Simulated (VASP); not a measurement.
# V (P6_3/mmc) in VASP: further runs

The runs below take V through single point, with LDA.

All numbers are computed with VASP 6.6.1; they aren't measurements. Logs are shortened: lines on timing, memory, paths and dates and some standing lists are left out, and cuts for length are marked.

## (1) The cell of the first run

The structure is hexagonal, space group P6_3/mmc (No. 194). Conventional cell: a = 2.433 Å, b = 2.433 Å, c = 4.432 Å, α = 90.00°, β = 90.00°, γ = 120.00°. Within 3.2 Å of V (site symmetry -6m2) lie 12 V at 2.43 to 2.62 Å.

## (2) Single point, LDA (volume scaled by 0.88)

INCAR reads:

```
PREC     = Accurate       # precision mode
ENCUT    = 520            # plane-wave cutoff, eV
EDIFF    = 1E-7           # SCF threshold, eV
ISMEAR   = -1             # smearing method
SIGMA    = 0.1            # smearing width, eV
LREAL    = F              # projectors in reciprocal space
LASPH    = T              # aspherical terms in the spheres
NELM     = 100            # most SCF steps
ALGO     = Normal         # electronic algorithm
ISIF     = 2              # what is computed and relaxed
LWAVE    = F              # write WAVECAR
LCHARG   = F              # write CHGCAR
GGA      = CA             # functional
NBANDS   = 20             # bands
```

KPOINTS reads:

```
Automatic mesh
0
Gamma
  16 16 8
```

POSCAR reads:

```
V
1.0
    2.4325077624      0.0000000000      0.0000000000
   -1.2162538812      2.1066135171      0.0000000000
    0.0000000000      0.0000000000      4.4319191470
V
2
Direct
    0.3333333333      0.6666666667      0.2500000000
    0.6666666667      0.3333333333      0.7500000000
```

Potentials or basis: VASP PAW LDA potentials, release 64 (V_sv).

Run with:

```
cat potpaw_LDA.64/V_sv/POTCAR > POTCAR
mpirun -np 1 vasp_std > vasp.out
```

OUTCAR:

```text
PREC = Accurate
   ENCUT = 520
   EDIFF = 1E-7
   ISMEAR = -1
   LREAL = F
   LASPH = T
   NELM = 100
   ISIF = 2
   GGA = CA

 ion  position               nearest neighbor table
   1  0.333  0.667  0.250-   2 2.62   2 2.62   2 2.62   2 2.62   2 2.62   2 2.62
   2  0.667  0.333  0.750-   1 2.62   1 2.62   1 2.62   1 2.62   1 2.62   1 2.62

  LATTYP: Found a hexagonal cell.
 ALAT       =     2.4325077624
 C/A-ratio  =     1.8219547808

  Lattice vectors:

 A1 = (   2.4325077624,   0.0000000000,   0.0000000000)
 A2 = (  -1.2162538812,   2.1066135171,   0.0000000000)
 A3 = (   0.0000000000,   0.0000000000,   4.4319191470)

Analysis of symmetry for initial positions (statically):
=====================================================================
 Subroutine PRICEL returns:
 Original cell was already a primitive cell.

 Routine SETGRP: Setting up the symmetry group for a
 hexagonal supercell.

 Subroutine GETGRP returns: Found 24 space group operations
 (whereof 12 operations were pure point group operations)
 out of a pool of 24 trial point group operations.

The static configuration has the point symmetry D_3d.
 The point group associated with its full space group is D_6h.

Analysis of symmetry for dynamics (positions and initial velocities):
=====================================================================
 Subroutine PRICEL returns:
 Original cell was already a primitive cell.

 Routine SETGRP: Setting up the symmetry group for a
 hexagonal supercell.

 Subroutine GETGRP returns: Found 24 space group operations
 (whereof 12 operations were pure point group operations)
 out of a pool of 24 trial point group operations.

The dynamic configuration has the point symmetry D_3d.
 The point group associated with its full space group is D_6h.

 Subroutine INISYM returns: Found 24 space group operations
 (whereof 12 operations are pure point group operations),
 and found     1 'primitive' translations

----------------------------------------------------------------------------------------

                                     Primitive cell

  volume of cell :      22.7107

  direct lattice vectors                    reciprocal lattice vectors
     2.432507762  0.000000000  0.000000000     0.411098380  0.237347760  0.000000000
    -1.216253881  2.106613517  0.000000000     0.000000000  0.474695521  0.000000000
     0.000000000  0.000000000  4.431919147     0.000000000  0.000000000  0.225635885

  length of vectors
     2.432507762  2.432507762  4.431919147     0.474695520  0.474695521  0.225635885

  position of ions in fractional coordinates (direct lattice)
     0.333333333  0.666666667  0.250000000
     0.666666667  0.333333333  0.750000000

  ion indices of the primitive-cell ions
   primitive index   ion index
                 1           1
                 2           2

----------------------------------------------------------------------------------------

 KPOINTS: Automatic mesh

Automatic generation of k-mesh.
 Grid dimensions read from file:
 generate k-points for:   16   16    8

 Generating k-lattice:

  Cartesian coordinates                     Fractional coordinates (reciprocal lattice)
     0.025693649  0.014834235  0.000000000     0.062500000  0.000000000  0.000000000
     0.000000000  0.029668470  0.000000000     0.000000000  0.062500000  0.000000000
     0.000000000  0.000000000  0.028204486     0.000000000  0.000000000  0.125000000

  Length of vectors
     0.029668470  0.029668470  0.028204486

  Shift w.r.t. Gamma in fractional coordinates (k-lattice)
     0.000000000  0.000000000  0.000000000

 Subroutine IBZKPT returns following result:
 ===========================================

 Found    150 irreducible k-points:

 Following reciprocal coordinates:
            Coordinates               Weight
  0.000000  0.000000  0.000000      1.000000
  0.062500  0.000000  0.000000      6.000000
  0.125000  0.000000  0.000000      6.000000
  0.187500  0.000000  0.000000      6.000000
  0.250000  0.000000  0.000000      6.000000
  0.312500  0.000000  0.000000      6.000000
[... 16 lines left out ...]
  0.187500  0.187500  0.000000      6.000000
  0.250000  0.187500  0.000000     12.000000
 [... further k-points ...]
   k-points           NKPTS =    150   k-points in BZ     NKDIM =    150   number of bands    NBANDS=     20
   number of dos      NEDOS =    301   number of ions     NIONS =      2
   total plane-waves  NPLWV =  11664
   dimension x,y,z NGX =    18 NGY =   18 NGZ =   36
   dimension x,y,z NGXF=    36 NGYF=   36 NGZF=   72
   ions per type =               2
   NGX,Y,Z   is equivalent  to a cutoff of  12.30, 12.30, 13.50 a.u.
   NGXF,Y,Z  is equivalent  to a cutoff of  24.60, 24.60, 27.01 a.u.
 SYSTEM =  unknown system
   PREC   = accura    normal or accurate (medium, high low for compatibility)
   ISTART =      0    job   : 0-new  1-cont  2-samecut
   ICHARG =      2    charge: 1-file 2-atom 10-const
   ISPIN  =      1    spin polarized calculation?
   LNONCOLLINEAR =      F non collinear calculations
   LSORBIT =      F    spin-orbit coupling
   LASPH  =      T    aspherical Exc in radial PAW
   ENCUT  =  520.0 eV  38.22 Ry    6.18 a.u.   4.52  4.52  8.24*2*pi/ulx,y,z
   NELM   =    100;   NELMIN=  2; NELMDL= -5     # of ELM steps
   EDIFF  = 0.1E-06   stopping-criterion for ELM
   LREAL  =      F    real-space projection
   EDIFFG = 0.1E-05   stopping-criterion for IOM
   NSW    =      0    number of steps for IOM
   IBRION =     -1    ionic relax: 0-MD 1-quasi-New 2-CG
   NFREE  =      0    steps in history (QN), initial steepest desc. (CG)
   ISIF   =      2    stress and relaxation
   ISYM   =      2    0-nonsym 1-usesym 2-fastsym
   POTIM  = 0.5000    time-step for ionic-motion
   TEBEG  =    0.0;   TEEND  =   0.0 temperature during run
   PSTRESS=    0.0 pullay stress
   NELECT =      26.0000    total number of electrons
   NUPDOWN=      -1.0000    fix difference up-down
   EMIN   =  10.00;   EMAX   =-10.00  energy-range for DOS
   EFERMI =   0.00;   METHOD = LEGACY
   ISMEAR =    -1;   SIGMA  =   0.10  broadening in eV -4-tet -1-fermi 0-gaus
   EFERMI_NEDOS =   21; number of points for ismear=-14 and -15
   IALGO  =     38    algorithm
   IMIX   =      4    mixing-type and parameters
     AMIX     =   0.40;   BMIX     =  1.00
     AMIX_MAG =   1.60;   BMIX_MAG =  1.00
  volume/ion in A,a.u.               =      11.36        76.63
  Fermi-wavevector in a.u.,A,eV,Ry     =   1.712599  3.236342 39.905815  2.932995
  Thomas-Fermi vector in A             =   2.790498
   LORBIT       =      0    0 simple, 1 ext, 2 COOP (PROOUT), +10 PAW based schemes
   GGA     = CA    functional components
   LHFCALC =     F    Hartree Fock is set to
   AEXX    =    0.0000 exact exchange contribution
   IVDW    =     0    specifies the selected vdW correction
   LEPSILON=     F    determine dielectric tensor
   LRPA    =     F    only Hartree local field effects (RPA)
 non-spin polarized calculation
  energy-cutoff  :      520.00
  volume of cell :       22.71
 maximum number of plane-waves:       635
   NGX =  9   NGY =  9   NGZ = 17

 number of electron      26.0000009 magnetization

 Free energy of the ion-electron system (eV)
  ---------------------------------------------------
  ext. energy  EPLUGINS =         0.00000000
  ---------------------------------------------------
  free energy    TOTEN  =       -19.10344020 eV

  energy without entropy =      -19.01287814  energy(sigma->0) =      -19.05815917

 E-fermi :  12.2039     XC(G=0): -14.1750

 val. band max:       12.1990585841   @ k =   0.1875   0.0000   0.3750
 cond. band min:      12.2077467811   @ k =   0.1250   0.0000   0.0000
 fundamental gap:      0.0086881970
 Fermi energy:        12.2039457531

 k-point     1 :       0.0000    0.0000    0.0000
  band No.  band energies     occupation
      1     -50.9867      2.00000
      2     -50.7372      2.00000
      3     -25.7422      2.00000
      4     -24.5040      2.00000
      5     -24.2783      2.00000
      6     -24.2783      2.00000
[... 12 lines left out ...]
     19      15.8409      0.00000
     20      15.8409      0.00000

 k-point     2 :       0.0625    0.0000    0.0000
  band No.  band energies     occupation
      1     -50.9712      2.00000
      2     -50.7258      2.00000
      3     -25.7214      2.00000
      4     -24.5046      2.00000
      5     -24.3424      2.00000
      6     -24.2951      2.00000
[... 12 lines left out ...]
     19      15.8678      0.00000
     20      16.2905      0.00000

 k-point     3 :       0.1250    0.0000    0.0000
  band No.  band energies     occupation
      1     -50.9264      2.00000
      2     -50.6932      2.00000
      3     -25.6610      2.00000
      4     -24.5244      2.00000
      5     -24.5073      2.00000
      6     -24.4214      2.00000
[... 12 lines left out ...]
     19      15.9227      0.00000
     20      17.2801      0.00000

 k-point     4 :       0.1875    0.0000    0.0000
  band No.  band energies     occupation
      1     -50.8581      2.00000
      2     -50.6448      2.00000
      3     -25.5668      2.00000
      4     -24.7955      2.00000
      5     -24.6859      2.00000
      6     -24.5147      2.00000
[... 12 lines left out ...]
     19      15.9669      0.00000
     20      18.4776      0.00000

 k-point     5 :       0.2500    0.0000    0.0000
  band No.  band energies     occupation
      1     -50.7752      2.00000
      2     -50.5885      2.00000
      3     -25.4478      2.00000
      4     -25.1122      2.00000
      5     -24.9880      2.00000
      6     -24.5305      2.00000
[... 12 lines left out ...]
     19      15.9851      0.00000
     20      19.7585      0.00000
[... 353 lines left out ...]
      6     -24.8173      2.00000
[... 12 lines left out ...]
     19      18.3390      0.00000
     20      21.7008      0.00000

 k-point    22 :       0.4375    0.1250    0.0000
  band No.  band energies     occupation
      1     -50.5163      2.00000
      2     -50.4493      2.00000
      3     -25.8423      2.00000
      4     -25.6683      2.00000
      5     -25.0052      2.00000
      6     -24.8393      2.00000
[... 12 lines left out ...]
     19      18.9416      0.00000
     20      20.9575      0.00000

 k-point    23 :       0.1875    0.1875    0.0000
  band No.  band energies     occupation
      1     -50.6690      2.00000
      2     -50.5215      2.00000
      3     -25.3244      2.00000
      4     -25.2991      2.00000
      5     -25.2856      2.00000
      6     -24.6716      2.00000
[... 12 lines left out ...]
     19      16.3811      0.00000
     20      21.5833      0.00000

 k-point    24 :       0.2500    0.1875    0.0000
  band No.  band energies     occupation
      1     -50.5971      2.00000
      2     -50.4818      2.00000
      3     -25.5174      2.00000
      4     -25.4382      2.00000
      5     -25.1649      2.00000
      6     -24.8072      2.00000
[... 12 lines left out ...]
     19      17.4642      0.00000
     20      22.8913      0.00000

 [... further k-points ...]
[... 5 lines left out ...]
  --------------------------------------------------------------------------------------
  -------------------------------------------------------------------------------------
  Total        4.6607891      4.6607891      4.7285425     -0.0000000     -0.0000000      0.0000000
  in kB      328.8055207    328.8055207    333.5853346     -0.0000000     -0.0000000      0.0000000
  external PRESSURE =     330.3987920 kB  Pullay stress =       0.0000000 kB

 VOLUME and BASIS-vectors are now :
 -----------------------------------------------------------------------------
  energy-cutoff  :      520.00
  volume of cell :       22.71
      direct lattice vectors                 reciprocal lattice vectors
     2.432507762  0.000000000  0.000000000     0.411098380  0.237347760  0.000000000
    -1.216253881  2.106613517  0.000000000     0.000000000  0.474695521  0.000000000
     0.000000000  0.000000000  4.431919147     0.000000000  0.000000000  0.225635885

 POSITION                                       TOTAL-FORCE (eV/Angst)
 -----------------------------------------------------------------------------------
     -0.00000      1.40441      1.10798         0.000000     -0.000000      0.000000
      1.21625      0.70220      3.32394        -0.000000      0.000000      0.000000
 -----------------------------------------------------------------------------------
    total drift:                               -0.000000      0.000000     -0.000000

  FREE ENERGIE OF THE ION-ELECTRON SYSTEM (eV)
  ---------------------------------------------------
  free  energy   TOTEN  =       -19.1034401987 eV

  energy  without entropy=      -19.0128781432  energy(sigma->0) =      -19.05815917
```

Run time: 35 s. Hardware: 1 thread of Intel Xeon 6975P-C (Granite Rapids), shared host; peak memory 0.15 GiB.

Results:

| Item | Value |
| --- | --- |
| Free energy | -19.1034 eV |
| Pressure | 33.0 GPa |
| Band gap on the k mesh | zero (band 13 reaches 14.22 eV, above the bottom of band 14 at 11.48 eV) |

Stress tensor (GPa, compression positive):
```
32.88  0.00  0.00
 0.00 32.88  0.00
 0.00  0.00 33.36
```

## (3) Single point, LDA (volume scaled by 0.92)

INCAR reads:

```
PREC = Accurate ; ENCUT = 520
EDIFF = 1E-6 ; ISMEAR = -1
SIGMA = 0.1 ; LREAL = F
LASPH = T ; NELM = 80
ALGO = Normal ; ISIF = 2
LWAVE = F ; LCHARG = F
GGA = CA ; NBANDS = 20
```

KPOINTS is that of step 2.

POSCAR reads:

```
V
1.0
    2.4688192018      0.0000000000      0.0000000000
   -1.2344096009      2.1380601461      0.0000000000
    0.0000000000      0.0000000000      4.4980769476
V
2
Direct
    0.3333333333      0.6666666667      0.2500000000
    0.6666666667      0.3333333333      0.7500000000
```

Potentials or basis: VASP PAW LDA potentials, release 64 (V_sv).

Run with:

```
cat potpaw_LDA.64/V_sv/POTCAR > POTCAR
mpirun -np 1 vasp_std > vasp.out
```

Run time: 32 s. Hardware: 1 thread of Intel Xeon 6975P-C (Granite Rapids), shared host; peak memory 0.16 GiB.

The run converged. Its results:

* Free energy: -19.2737 eV
* Pressure: 20.1 GPa
* Band gap on the k mesh: zero (band 13 reaches 13.48 eV, above the bottom of band 14 at 10.86 eV)

Stress tensor (GPa, compression positive):
```
20.01  0.00  0.00
 0.00 20.01  0.00
 0.00  0.00 20.18
```

Levels at points of the mesh, in eV from the Fermi level:
```tsv
k point	band 10	band 11	band 12	band 13	band 14	band 15	band 16	band 17
(0.00, 0.00, 0.00)	-3.81	-0.83	0.17	0.30	0.30	0.69	0.69	2.16
(0.50, 0.00, 0.00)	-3.40	-3.26	-0.53	0.14	0.38	0.64	3.55	4.30
(0.00, 0.00, 0.50)	-5.13	-1.26	-1.26	0.35	0.35	0.35	0.35	2.99
(0.50, 0.00, 0.50)	-3.89	-2.30	-2.30	1.91	1.91	2.16	2.16	4.38
```

## (4) Single point, LDA (volume scaled by 0.96)

INCAR reads:

```
SYSTEM = V
PREC = Accurate ; ENCUT = 520
EDIFF = 1E-6 ; ISMEAR = -1
SIGMA = 0.1 ; LREAL = .False.
LASPH = .True. ; NELM = 80
ALGO = Normal ; ISIF = 2
LWAVE = .False. ; LCHARG = .True.
GGA = CA ; LELF = .True.
LVHAR = .True. ; NBANDS = 20
```

KPOINTS reads:

```
Automatic mesh
0
Gamma
  16 16 8
  0 0 0
```

POSCAR reads:

```
V
1.0
    2.5040928132      0.0000000000      0.0000000000
   -1.2520464066      2.1686079897      0.0000000000
    0.0000000000      0.0000000000      4.5623438725
V
2
Direct
    0.3333333333      0.6666666667      0.2500000000
    0.6666666667      0.3333333333      0.7500000000
```

Run with:

```
cat potpaw_LDA.64/V_sv/POTCAR > POTCAR
mpirun -np 1 vasp_std > vasp.out
```

It took 38 s on 1 thread of Intel Xeon 6975P-C (Granite Rapids), shared host; peak memory 0.16 GiB.

It converged, with:

- Free energy: -19.3679 eV
- Pressure: 9.4 GPa
- Band gap on the k mesh: zero (band 13 reaches 12.78 eV, above the bottom of band 14 at 10.29 eV)

Levels at points of the mesh, in eV from the Fermi level:
| k point | band 11 | band 12 | band 13 | band 14 | band 15 | band 16 |
| --- | --- | --- | --- | --- | --- | --- |
| (0.00, 0.00, 0.00) | -0.76 | 0.06 | 0.31 | 0.31 | 0.68 | 0.68 |
| (0.50, 0.00, 0.00) | -3.14 | -0.49 | 0.07 | 0.35 | 0.63 | 3.36 |
| (0.00, 0.00, 0.50) | -1.19 | -1.19 | 0.36 | 0.36 | 0.36 | 0.36 |
| (0.50, 0.00, 0.50) | -2.15 | -2.15 | 1.83 | 1.83 | 2.02 | 2.02 |

(Part 1 of 2 ends here.)
